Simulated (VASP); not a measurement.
# Na16H (a cell with a defect) in VASP: single point with PBEsol

Aim: the single point of Na16H (a cell with a defect) with PBEsol.

All numbers are computed with VASP 6.6.1; they aren't measurements. Logs are shortened: lines on timing, memory, paths and dates and some standing lists are left out, and cuts for length are marked.

## 1. The cell of the first run

The cell holds a defect, 17 atoms: a = 8.460 Å, b = 8.460 Å, c = 8.460 Å, α = 90.00°, β = 90.00°, γ = 90.00°.

## 2. Single point, PBEsol

INCAR

```
PREC = Accurate
ENCUT = 520
EDIFF = 1E-6
ISMEAR = -1
SIGMA = 0.15
LREAL = Auto
LASPH = True
NELM = 100
ALGO = Normal
ISIF = 2
LWAVE = False
LCHARG = False
GGA = PS
NBANDS = 70
```

KPOINTS

```
Automatic mesh
0
Gamma
  2 2 2
```

POSCAR

```
Na16H
1.0
    8.4600000000      0.0000000000      0.0000000000
    0.0000000000      8.4600000000      0.0000000000
    0.0000000000      0.0000000000      8.4600000000
Na H
16 1
Direct
    0.0053022024     -0.0060755960      0.0000419514
    0.5067966060      0.0019573341     -0.0000962586
    0.0052942293      0.5060583718      0.0000423871
   -0.0010494577     -0.0015091233      0.4997440837
    0.2518114149      0.2499923322      0.2488868285
    0.5067895652      0.4980387278     -0.0000969150
    0.4947293272     -0.0011609809      0.4998777820
    0.7534598096      0.2499948717      0.2512749650
   -0.0010478593      0.5015005698      0.4997443445
    0.2410194200      0.7499994928      0.2344394711
    0.2517379439      0.2499920548      0.7508420757
    0.4947279366      0.5011510501      0.4998772993
    0.7452222038      0.7499958659      0.2502534372
    0.7535397667      0.2499954251      0.7484572245
    0.2414051471      0.7499992587      0.7649266282
    0.7455836510      0.7499965481      0.7498187171
    0.1138549932      0.7500095973     -0.0003013217
```

Potentials or basis: VASP PAW PBE potentials, release 64 (Na_pv, H).

Command:

```sh
cat potpaw_PBE.64/Na_pv/POTCAR potpaw_PBE.64/H/POTCAR > POTCAR
mpirun -np 1 vasp_std > vasp.out
```

OUTCAR:

```text
PREC = Accurate
   ENCUT = 520
   EDIFF = 1E-6
   ISMEAR = -1
   LREAL = Auto
   LASPH = True
   NELM = 100
   ISIF = 2
   GGA = PS

 ion  position               nearest neighbor table
   1  0.005  0.994  0.000-
   2  0.507  0.002  1.000-
   3  0.005  0.506  0.000-
   4  0.999  0.998  0.500-
   5  0.252  0.250  0.249-
   6  0.507  0.498  1.000-
[... 9 lines left out ...]
  16  0.746  0.750  0.750-
  17  0.114  0.750  1.000-

  LATTYP: Found a simple cubic cell.
 ALAT       =     8.4600000000

  Lattice vectors:

 A1 = (   8.4600000000,   0.0000000000,   0.0000000000)
 A2 = (   0.0000000000,   8.4600000000,   0.0000000000)
 A3 = (   0.0000000000,   0.0000000000,   8.4600000000)

Analysis of symmetry for initial positions (statically):
=====================================================================
 Subroutine PRICEL returns:
 Original cell was already a primitive cell.

 Routine SETGRP: Setting up the symmetry group for a
 simple cubic supercell.

 Subroutine GETGRP returns: Found  1 space group operations
 (whereof  1 operations were pure point group operations)
 out of a pool of 48 trial point group operations.

The static configuration has the point symmetry C_1 .

Analysis of symmetry for dynamics (positions and initial velocities):
=====================================================================
 Subroutine PRICEL returns:
 Original cell was already a primitive cell.

 Routine SETGRP: Setting up the symmetry group for a
 simple cubic supercell.

 Subroutine GETGRP returns: Found  1 space group operations
 (whereof  1 operations were pure point group operations)
 out of a pool of 48 trial point group operations.

The dynamic configuration has the point symmetry C_1 .

 Subroutine INISYM returns: Found  1 space group operations
 (whereof  1 operations are pure point group operations),
 and found     1 'primitive' translations

----------------------------------------------------------------------------------------

                                     Primitive cell

  volume of cell :     605.4957

  direct lattice vectors                    reciprocal lattice vectors
     8.460000000  0.000000000  0.000000000     0.118203310  0.000000000  0.000000000
     0.000000000  8.460000000  0.000000000     0.000000000  0.118203310  0.000000000
     0.000000000  0.000000000  8.460000000     0.000000000  0.000000000  0.118203310

  length of vectors
     8.460000000  8.460000000  8.460000000     0.118203310  0.118203310  0.118203310

  position of ions in fractional coordinates (direct lattice)
     0.005302202  0.993924404  0.000041951
     0.506796606  0.001957334  0.999903741
     0.005294229  0.506058372  0.000042387
     0.998950542  0.998490877  0.499744084
     0.251811415  0.249992332  0.248886828
     0.506789565  0.498038728  0.999903085
[... 9 lines left out ...]
     0.745583651  0.749996548  0.749818717
     0.113854993  0.750009597  0.999698678

  ion indices of the primitive-cell ions
   primitive index   ion index
                 1           1
                 2           2
                 3           3
                 4           4
                 5           5
                 6           6
[... 9 lines left out ...]
                16          16
                17          17

----------------------------------------------------------------------------------------

 KPOINTS: Automatic mesh

Automatic generation of k-mesh.
 Grid dimensions read from file:
 generate k-points for:    2    2    2

 Generating k-lattice:

  Cartesian coordinates                     Fractional coordinates (reciprocal lattice)
     0.059101655  0.000000000  0.000000000     0.500000000  0.000000000  0.000000000
     0.000000000  0.059101655  0.000000000     0.000000000  0.500000000  0.000000000
     0.000000000  0.000000000  0.059101655     0.000000000  0.000000000  0.500000000

  Length of vectors
     0.059101655  0.059101655  0.059101655

  Shift w.r.t. Gamma in fractional coordinates (k-lattice)
     0.000000000  0.000000000  0.000000000

 Subroutine IBZKPT returns following result:
 ===========================================

 Found      8 irreducible k-points:

 Following reciprocal coordinates:
            Coordinates               Weight
  0.000000  0.000000  0.000000      1.000000
  0.500000  0.000000  0.000000      1.000000
  0.000000  0.500000  0.000000      1.000000
  0.000000  0.000000  0.500000      1.000000
  0.500000  0.500000  0.000000      1.000000
  0.000000  0.500000  0.500000      1.000000
  0.500000  0.000000  0.500000      1.000000
  0.500000  0.500000  0.500000      1.000000
   k-points           NKPTS =      8   k-points in BZ     NKDIM =      8   number of bands    NBANDS=     70
   number of dos      NEDOS =    301   number of ions     NIONS =     17
   total plane-waves  NPLWV = 262144
   dimension x,y,z NGX =    64 NGY =   64 NGZ =   64
   dimension x,y,z NGXF=   128 NGYF=  128 NGZF=  128
   ions per type =              16   1
   NGX,Y,Z   is equivalent  to a cutoff of  12.58, 12.58, 12.58 a.u.
   NGXF,Y,Z  is equivalent  to a cutoff of  25.15, 25.15, 25.15 a.u.
 SYSTEM =  unknown system
   PREC   = accura    normal or accurate (medium, high low for compatibility)
   ISTART =      0    job   : 0-new  1-cont  2-samecut
   ICHARG =      2    charge: 1-file 2-atom 10-const
   ISPIN  =      1    spin polarized calculation?
   LNONCOLLINEAR =      F non collinear calculations
   LSORBIT =      F    spin-orbit coupling
   LASPH  =      T    aspherical Exc in radial PAW
   ENCUT  =  520.0 eV  38.22 Ry    6.18 a.u.  15.73 15.73 15.73*2*pi/ulx,y,z
   NELM   =    100;   NELMIN=  2; NELMDL= -5     # of ELM steps
   EDIFF  = 0.1E-05   stopping-criterion for ELM
   LREAL  =      T    real-space projection
   EDIFFG = 0.1E-04   stopping-criterion for IOM
   NSW    =      0    number of steps for IOM
   IBRION =     -1    ionic relax: 0-MD 1-quasi-New 2-CG
   NFREE  =      0    steps in history (QN), initial steepest desc. (CG)
   ISIF   =      2    stress and relaxation
   ISYM   =      2    0-nonsym 1-usesym 2-fastsym
   POTIM  = 0.5000    time-step for ionic-motion
   TEBEG  =    0.0;   TEEND  =   0.0 temperature during run
   PSTRESS=    0.0 pullay stress
   NELECT =     113.0000    total number of electrons
   NUPDOWN=      -1.0000    fix difference up-down
   EMIN   =  10.00;   EMAX   =-10.00  energy-range for DOS
   EFERMI =   0.00;   METHOD = LEGACY
   ISMEAR =    -1;   SIGMA  =   0.15  broadening in eV -4-tet -1-fermi 0-gaus
   EFERMI_NEDOS =   21; number of points for ismear=-14 and -15
   IALGO  =     38    algorithm
   IMIX   =      4    mixing-type and parameters
     AMIX     =   0.40;   BMIX     =  1.00
     AMIX_MAG =   1.60;   BMIX_MAG =  1.00
  volume/ion in A,a.u.               =      35.62       240.36
  Fermi-wavevector in a.u.,A,eV,Ry     =   0.935543  1.767921 11.908383  0.875241
  Thomas-Fermi vector in A             =   2.062462
   LORBIT       =      0    0 simple, 1 ext, 2 COOP (PROOUT), +10 PAW based schemes
   GGA     = PS    functional components
   LHFCALC =     F    Hartree Fock is set to
   AEXX    =    0.0000 exact exchange contribution
   IVDW    =     0    specifies the selected vdW correction
   LEPSILON=     F    determine dielectric tensor
   LRPA    =     F    only Hartree local field effects (RPA)
 non-spin polarized calculation
  energy-cutoff  :      520.00
  volume of cell :      605.50
 maximum number of plane-waves:     16384
 NGX is ok and might be reduce to    64
   NGX = 31   NGY = 31   NGZ = 31

 number of electron     112.9999988 magnetization

 Free energy of the ion-electron system (eV)
  ---------------------------------------------------
  ext. energy  EPLUGINS =         0.00000000
  ---------------------------------------------------
  free energy    TOTEN  =       -25.70459830 eV

  energy without entropy =      -24.95865300  energy(sigma->0) =      -25.33162565

 E-fermi :   0.1167     XC(G=0):  -6.4736

 val. band max:       -0.0109154633   @ k =   0.0000   0.0000   0.0000
 cond. band min:       0.1528953545   @ k =   0.5000   0.0000   0.5000
 fundamental gap:      0.1638108179
 Fermi energy:         0.1167141718

 k-point     1 :       0.0000    0.0000    0.0000
  band No.  band energies     occupation
      1     -24.6112      2.00000
      2     -24.6077      2.00000
      3     -24.6026      2.00000
      4     -24.6007      2.00000
      5     -24.5992      2.00000
      6     -24.5973      2.00000
[... 60 lines left out ...]
     67       1.4627      0.00025
     68       2.4122      0.00000

 k-point     2 :       0.5000    0.0000    0.0000
  band No.  band energies     occupation
      1     -24.6111      2.00000
      2     -24.6077      2.00000
      3     -24.6024      2.00000
      4     -24.6005      2.00000
      5     -24.5991      2.00000
      6     -24.5972      2.00000
[... 60 lines left out ...]
     67       1.9735      0.00001
     68       1.9770      0.00001

 k-point     3 :       0.0000    0.5000    0.0000
  band No.  band energies     occupation
      1     -24.6111      2.00000
      2     -24.6077      2.00000
      3     -24.6021      2.00000
      4     -24.6004      2.00000
      5     -24.5989      2.00000
      6     -24.5971      2.00000
[... 60 lines left out ...]
     67       1.9717      0.00001
     68       1.9792      0.00001

 k-point     4 :       0.0000    0.0000    0.5000
  band No.  band energies     occupation
      1     -24.6098      2.00000
      2     -24.6087      2.00000
      3     -24.6009      2.00000
      4     -24.6001      2.00000
      5     -24.5994      2.00000
      6     -24.5994      2.00000
[... 60 lines left out ...]
     67       1.9763      0.00001
     68       1.9900      0.00001

 k-point     5 :       0.5000    0.5000    0.0000
  band No.  band energies     occupation
      1     -24.6111      2.00000
      2     -24.6076      2.00000
      3     -24.6021      2.00000
      4     -24.6004      2.00000
      5     -24.5989      2.00000
      6     -24.5971      2.00000
[... 60 lines left out ...]
     67       2.4830      0.00000
     68       2.5076      0.00000

 k-point     6 :       0.0000    0.5000    0.5000
  band No.  band energies     occupation
      1     -24.6097      2.00000
      2     -24.6087      2.00000
      3     -24.6006      2.00000
      4     -24.5999      2.00000
      5     -24.5994      2.00000
      6     -24.5993      2.00000
[... 60 lines left out ...]
     67       2.4794      0.00000
     68       2.5224      0.00000

 k-point     7 :       0.5000    0.0000    0.5000
  band No.  band energies     occupation
      1     -24.6097      2.00000
      2     -24.6087      2.00000
      3     -24.6009      2.00000
      4     -24.6000      2.00000
      5     -24.5994      2.00000
      6     -24.5994      2.00000
[... 60 lines left out ...]
     67       2.4848      0.00000
     68       2.5134      0.00000

 k-point     8 :       0.5000    0.5000    0.5000
  band No.  band energies     occupation
      1     -24.6096      2.00000
      2     -24.6086      2.00000
      3     -24.6005      2.00000
      4     -24.5998      2.00000
      5     -24.5992      2.00000
      6     -24.5991      2.00000
[... 60 lines left out ...]
     67       2.4666      0.00000
     68       2.4705      0.00000
 [bands above 68 left out]

------------------------ aborting loop because EDIFF is reached ----------------------------------------

  FORCE on cell =-STRESS in cart. coord.  units (eV):
  Direction    XX          YY          ZZ          XY          YZ          ZX
  --------------------------------------------------------------------------------------
  -------------------------------------------------------------------------------------
  Total       -0.9387404     -0.9101585     -0.9157226     -0.0001970     -0.0000084      0.0012766
  in kB       -2.4839622     -2.4083329     -2.4230557     -0.0005213     -0.0000222      0.0033780
  external PRESSURE =      -2.4384503 kB  Pullay stress =       0.0000000 kB

 VOLUME and BASIS-vectors are now :
 -----------------------------------------------------------------------------
  energy-cutoff  :      520.00
  volume of cell :      605.50
      direct lattice vectors                 reciprocal lattice vectors
     8.460000000  0.000000000  0.000000000     0.118203310  0.000000000  0.000000000
     0.000000000  8.460000000  0.000000000     0.000000000  0.118203310  0.000000000
     0.000000000  0.000000000  8.460000000     0.000000000  0.000000000  0.118203310

 POSITION                                       TOTAL-FORCE (eV/Angst)
 -----------------------------------------------------------------------------------
      0.04486      8.40860      0.00035        -0.028763      0.015175     -0.001114
      4.28750      0.01656      8.45919         0.009558      0.008984     -0.000155
      0.04479      4.28125      0.00036        -0.028583     -0.014909     -0.001110
      8.45112      8.44723      4.22783         0.007535     -0.009224      0.000474
      2.13032      2.11494      2.10558        -0.002611      0.000028     -0.008231
      4.28744      4.21341      8.45918         0.009575     -0.009009     -0.000144
[... 9 lines left out ...]
      6.30764      6.34497      6.34347        -0.007365     -0.000014     -0.004853
      0.96321      6.34508      8.45745        -0.003894     -0.000263     -0.001209
 -----------------------------------------------------------------------------------
    total drift:                                0.000816     -0.000024     -0.000099

  FREE ENERGIE OF THE ION-ELECTRON SYSTEM (eV)
  ---------------------------------------------------
  free  energy   TOTEN  =       -25.7045982988 eV

  energy  without entropy=      -24.9586529991  energy(sigma->0) =      -25.33162565
```

Wall time 5.2 min (1 thread of AMD EPYC 7R43 (Zen 3), shared host); peak memory 0.6 GiB.

What came out:

```yaml
Free_energy: -25.7046 eV
Pressure: -0.2 GPa
Largest_force: 0.043 eV/Å
Band_gap_on_the_k_mesh: zero (an odd number of electrons rules out a gap without spin polarisation)
```

Forces in eV/Å, atoms in the order of the input:
```
Na  -0.029  0.015 -0.001
Na   0.010  0.009  0.000
Na  -0.029 -0.015 -0.001
Na   0.008 -0.009  0.000
Na  -0.003  0.000 -0.008
Na   0.010 -0.009  0.000
Na  -0.009 -0.004  0.000
Na   0.005  0.000  0.005
Na   0.008  0.009  0.000
Na   0.028  0.000  0.033
Na  -0.003  0.000  0.008
Na  -0.009  0.004  0.000
Na  -0.006  0.000  0.004
Na   0.005  0.000 -0.005
Na   0.024  0.000 -0.029
Na  -0.007  0.000 -0.005
H   -0.004  0.000 -0.001
```

Caveat: the k points lie up to 0.37 Å⁻¹ apart, too coarse for converged energies and pressures of a metal; the PAW data sets were made with another functional, which shifts forces and pressure a little.
